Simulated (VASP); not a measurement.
# YMn2 (F-43m) in VASP: notebook

The runs below take YMn2 through single point, with r2SCAN.

All numbers are computed with VASP 6.6.1; they aren't measurements. Logs are shortened: lines on timing, memory, paths and dates and some standing lists are left out, and cuts for length are marked.

**1. The cell of the first run**

It takes space group F-43m (No. 216, cubic). The conventional cell has a = 6.460 Å, b = 6.460 Å, c = 6.460 Å, α = 90.00°, β = 90.00°, γ = 90.00°. Y (site symmetry -43m) has 10 Mn at 2.80 to 3.23 Å within 3.7 Å. Within 3.7 Å of Mn (site symmetry -43m) lie 4 Mn at 2.80 Å and 6 Y at 3.23 Å. Mn (site symmetry -43m) has 4 Y at 2.80 Å and 4 Mn at 2.80 Å within 3.7 Å.

**2. Single point, r2SCAN, collinear spin, ferrimagnetic start**

Input file POSCAR:

```
YMn2
1.0
    0.0000000000      3.2301690000      3.2301690000
    3.2301690000      0.0000000000      3.2301690000
    3.2301690000      3.2301690000      0.0000000000
Y Mn
1 2
Direct
    0.0000000000      0.0000000000      0.0000000000
    0.5000000000      0.5000000000      0.5000000000
    0.7500000000      0.7500000000      0.7500000000
```

Input file INCAR.step1:

```
ALGO     = Normal         # electronic algorithm
EDIFF    = 1E-5           # SCF threshold, eV
ENCUT    = 550            # plane-wave cutoff, eV
GGA      = PE             # functional
GGA_COMPAT= F            
ISMEAR   = -1             # smearing method
ISPIN    = 2              # spin polarisation
LASPH    = T              # aspherical terms in the spheres
LCHARG   = F              # write CHGCAR
LMAXMIX  = 4              # l up to which the mixer works
LREAL    = F              # projectors in reciprocal space
LWAVE    = T              # write WAVECAR
MAGMOM   = -0.13 4.53 -4.35 # initial moments
NBANDS   = 30             # bands
NELM     = 200            # most SCF steps
NUPDOWN  = 0.0            # fixed moment
PREC     = Accurate       # precision mode
SIGMA    = 0.1            # smearing width, eV
```

Input file INCAR.step2:

```
ALGO     = Normal         # electronic algorithm
EDIFF    = 1E-6           # SCF threshold, eV
ENCUT    = 550            # plane-wave cutoff, eV
GGA_COMPAT= F            
ISIF     = 2              # what is computed and relaxed
ISMEAR   = -1             # smearing method
ISPIN    = 2              # spin polarisation
ISTART   = 1            
LASPH    = T              # aspherical terms in the spheres
LCHARG   = F              # write CHGCAR
LMAXMIX  = 4              # l up to which the mixer works
LMIXTAU  = T            
LORBIT   = 11             # projections on sites
LREAL    = F              # projectors in reciprocal space
LWAVE    = F              # write WAVECAR
MAGMOM   = -0.13 4.53 -4.35 # initial moments
METAGGA  = R2SCAN         # meta-GGA
NBANDS   = 30             # bands
NELM     = 200            # most SCF steps
NUPDOWN  = 0.0            # fixed moment
PREC     = Accurate       # precision mode
SIGMA    = 0.1            # smearing width, eV
```

Input file KPOINTS:

```
k-points
0
Gamma
  9 9 9
```

Potentials or basis: VASP PAW PBE potentials, release 64 (Y_sv, Mn_pv).

Run with:

```
cat potpaw_PBE.64/Y_sv/POTCAR potpaw_PBE.64/Mn_pv/POTCAR > POTCAR
cp INCAR.step1 INCAR
mpirun -np 1 vasp_std > vasp.out
cp INCAR.step2 INCAR
mpirun -np 1 vasp_std > vasp.out
```

OUTCAR:

```text
EDIFF = 1E-6
   ENCUT = 550
   ISIF = 2
   ISMEAR = -1
   ISPIN = 2
   ISTART = 1
   LASPH = T
   LORBIT = 11
   LREAL = F
   METAGGA = R2SCAN
   NELM = 200
   NUPDOWN = 0.0
   PREC = Accurate

 ion  position               nearest neighbor table
   1  0.000  0.000  0.000-   3 2.80   3 2.80   3 2.80   3 2.80   2 3.23   2 3.23   2 3.23   2 3.23
                             2 3.23   2 3.23
   2  0.500  0.500  0.500-   3 2.80   3 2.80   3 2.80   3 2.80   1 3.23   1 3.23   1 3.23   1 3.23
                             1 3.23   1 3.23
   3  0.750  0.750  0.750-   2 2.80   2 2.80   2 2.80   1 2.80   2 2.80   1 2.80   1 2.80   1 2.80

  LATTYP: Found a face centered cubic cell.
 ALAT       =     6.4603380000

  Lattice vectors:

 A1 = (   0.0000000000,   3.2301690000,   3.2301690000)
 A2 = (   3.2301690000,   0.0000000000,   3.2301690000)
 A3 = (   3.2301690000,   3.2301690000,   0.0000000000)

Analysis of symmetry for initial positions (statically):
=====================================================================
 Subroutine PRICEL returns:
 Original cell was already a primitive cell.

 Routine SETGRP: Setting up the symmetry group for a
 face centered cubic supercell.

 Subroutine GETGRP returns: Found 24 space group operations
 (whereof 24 operations were pure point group operations)
 out of a pool of 48 trial point group operations.

The static configuration has the point symmetry T_d .

Analysis of symmetry for dynamics (positions and initial velocities):
=====================================================================
 Subroutine PRICEL returns:
 Original cell was already a primitive cell.

 Routine SETGRP: Setting up the symmetry group for a
 face centered cubic supercell.

 Subroutine GETGRP returns: Found 24 space group operations
 (whereof 24 operations were pure point group operations)
 out of a pool of 48 trial point group operations.

The dynamic configuration has the point symmetry T_d .

Analysis of structural, dynamic, and magnetic symmetry:
=====================================================================
 Subroutine PRICEL returns:
 Original cell was already a primitive cell.

 Routine SETGRP: Setting up the symmetry group for a
 face centered cubic supercell.

 Subroutine GETGRP returns: Found 24 space group operations
 (whereof 24 operations were pure point group operations)
 out of a pool of 48 trial point group operations.

The overall configuration has the point symmetry T_d .

 Subroutine INISYM returns: Found 24 space group operations
 (whereof 24 operations are pure point group operations),
 and found     1 'primitive' translations
[... 119 lines left out ...]
  Fermi-wavevector in a.u.,A,eV,Ry     =   1.340418  2.533022 24.445855  1.796720
  Thomas-Fermi vector in A             =   2.468732
   LORBIT       =     11    0 simple, 1 ext, 2 COOP (PROOUT), +10 PAW based schemes
   METAGGA = R2SCAN    functional components
   LHFCALC =     F    Hartree Fock is set to
   AEXX    =    0.0000 exact exchange contribution
   IVDW    =     0    specifies the selected vdW correction
   LEPSILON=     F    determine dielectric tensor
   LRPA    =     F    only Hartree local field effects (RPA)
 spin polarized calculation
  energy-cutoff  :      550.00
  volume of cell :       67.41
 maximum number of plane-waves:      2004
   NGX = 17   NGY = 17   NGZ = 17

 number of electron      37.0000012 magnetization       0.0000000

 Free energy of the ion-electron system (eV)
  ---------------------------------------------------
  ext. energy  EPLUGINS =         0.00000000
  ---------------------------------------------------
  free energy    TOTEN  =       -48.77638498 eV

  energy without entropy =      -48.69561424  energy(sigma->0) =      -48.73599961

 E-fermi :   4.6334     XC(G=0): -11.0012

 val. band max:        4.6082563812   @ k =  -0.2222   0.3333   0.1111
 cond. band min:       4.4351949573   @ k =  -0.4444   0.3333   0.0000
 fundamental gap:     -0.1730614239
 Fermi energy:         4.4246474050

 spin component 1

 k-point     1 :       0.0000    0.0000    0.0000
  band No.  band energies     occupation
      1     -48.4683      1.00000
      2     -48.4683      1.00000
      3     -48.4683      1.00000
      4     -43.2772      1.00000
      5     -43.2772      1.00000
      6     -43.2772      1.00000
[... 781 lines left out ...]
     29       9.6369      0.00000
     30      12.3297      0.00000

 [... further k-points ...]

 spin component 2

 k-point     1 :       0.0000    0.0000    0.0000
  band No.  band energies     occupation
      1     -48.3791      1.00000
      2     -48.3791      1.00000
      3     -48.3791      1.00000
      4     -42.9731      1.00000
      5     -42.9731      1.00000
      6     -42.9731      1.00000
[... 781 lines left out ...]
     29       9.7913      0.00000
     30      13.1583      0.00000

 [... further k-points ...]
[... 5 lines left out ...]
  --------------------------------------------------------------------------------------
  -------------------------------------------------------------------------------------
  Total        1.0157814      1.0157814      1.0157814      0.0000000      0.0000000      0.0000000
  in kB       24.1437716     24.1437716     24.1437716      0.0000000      0.0000000      0.0000000
  external PRESSURE =      24.1437716 kB  Pullay stress =       0.0000000 kB

 VOLUME and BASIS-vectors are now :
 -----------------------------------------------------------------------------
  energy-cutoff  :      550.00
  volume of cell :       67.41
      direct lattice vectors                 reciprocal lattice vectors
     0.000000000  3.230169000  3.230169000    -0.154790663  0.154790663  0.154790663
     3.230169000  0.000000000  3.230169000     0.154790663 -0.154790663  0.154790663
     3.230169000  3.230169000  0.000000000     0.154790663  0.154790663 -0.154790663

 POSITION                                       TOTAL-FORCE (eV/Angst)
 -----------------------------------------------------------------------------------
      0.00000      0.00000      0.00000         0.000000      0.000000     -0.000000
      3.23017      3.23017      3.23017         0.000000     -0.000000      0.000000
      4.84525      4.84525      4.84525        -0.000000     -0.000000     -0.000000
 -----------------------------------------------------------------------------------
    total drift:                                0.000000      0.000000      0.000000

  FREE ENERGIE OF THE ION-ELECTRON SYSTEM (eV)
  ---------------------------------------------------
  free  energy   TOTEN  =       -48.7763849820 eV

  energy  without entropy=      -48.6956142359  energy(sigma->0) =      -48.73599961

 total charge

# of ion       s       p       d       f       tot
--------------------------------------------------
    1        2.237   6.332   1.024   0.033   9.626
    2        0.395   6.239   4.774   0.000  11.408
    3        0.461   6.294   4.852   0.000  11.607
--------------------------------------------------
tot          3.093  18.864  10.649   0.033  32.641

 magnetization (x)

# of ion       s       p       d       f       tot
--------------------------------------------------
    1       -0.037  -0.067  -0.119  -0.010  -0.233
    2        0.070   0.095   3.891   0.000   4.056
    3       -0.084  -0.170  -3.632   0.000  -3.886
--------------------------------------------------
tot         -0.051  -0.142   0.140  -0.010  -0.063
```

It took 33 min on 1 thread of AMD EPYC 7R13, shared host; peak memory 0.32 GiB.

What came out:

```yaml
Free_energy: -48.7764 eV
Pressure: 2.4 GPa
Net_moment: 0.00 μB per cell
Site_moments: Y -0.23; Mn +4.06, -3.89 μB
Valence_electrons_inside_the_program's_atomic_spheres: Y 9.63; Mn 11.41, 11.61
```

Caveat: the PAW data sets were made with another functional, which shifts forces and pressure a little; the total moment is fixed, so each spin has its own Fermi level.

**3. Single point, r2SCAN, collinear spin, ferrimagnetic start**

POSCAR is that of step 2.

Input file INCAR.step1:

```
SYSTEM = YMn2
PREC = Accurate
ENCUT = 550
ISMEAR = -1
SIGMA = 0.1
LREAL = .FALSE.
LASPH = .TRUE.
NELM = 200
ISPIN = 2
MAGMOM = 0.1 4.82 -3.79
NUPDOWN = 1.6
LMAXMIX = 4
NBANDS = 30
GGA = PE
ALGO = Normal
EDIFF = 1E-5
LWAVE = .TRUE.
LCHARG = .FALSE.
GGA_COMPAT = .FALSE.
```

Input file INCAR.step2:

```
SYSTEM = YMn2
PREC = Accurate
ENCUT = 550
EDIFF = 1E-6
ISMEAR = -1
SIGMA = 0.1
LREAL = .FALSE.
LASPH = .TRUE.
NELM = 200
ALGO = Normal
ISIF = 2
LWAVE = .FALSE.
LCHARG = .TRUE.
ISPIN = 2
MAGMOM = 0.1 4.82 -3.79
LORBIT = 11
NUPDOWN = 1.6
LMAXMIX = 4
METAGGA = R2SCAN
LMIXTAU = .TRUE.
LELF = .TRUE.
LVHAR = .TRUE.
NBANDS = 30
ISTART = 1
GGA_COMPAT = .FALSE.
```

Input file KPOINTS:

```
Automatic mesh
0
G
  9 9 9
  0 0 0
```

Potentials or basis: VASP PAW PBE potentials, release 64 (Y_sv, Mn_pv).

Run with:

```
cat potpaw_PBE.64/Y_sv/POTCAR potpaw_PBE.64/Mn_pv/POTCAR > POTCAR
cp INCAR.step1 INCAR
mpirun -np 1 vasp_std > vasp.out
cp INCAR.step2 INCAR
mpirun -np 1 vasp_std > vasp.out
```

Run time: 24 min. Hardware: 1 thread of AMD EPYC 7R13, shared host; peak memory 0.32 GiB.

Results (log left out):

```
Free energy                                           : -48.5131 eV
Pressure                                              : 1.8 GPa
Net moment                                            : 1.60 μB per cell
Site moments                                          : Y +0.14; Mn +4.30, -3.40 μB
Valence electrons inside the program's atomic spheres : Y 9.62; Mn 11.38, 11.66
```

Caveat: the PAW data sets were made with another functional, which shifts forces and pressure a little; the total moment is fixed, so each spin has its own Fermi level.
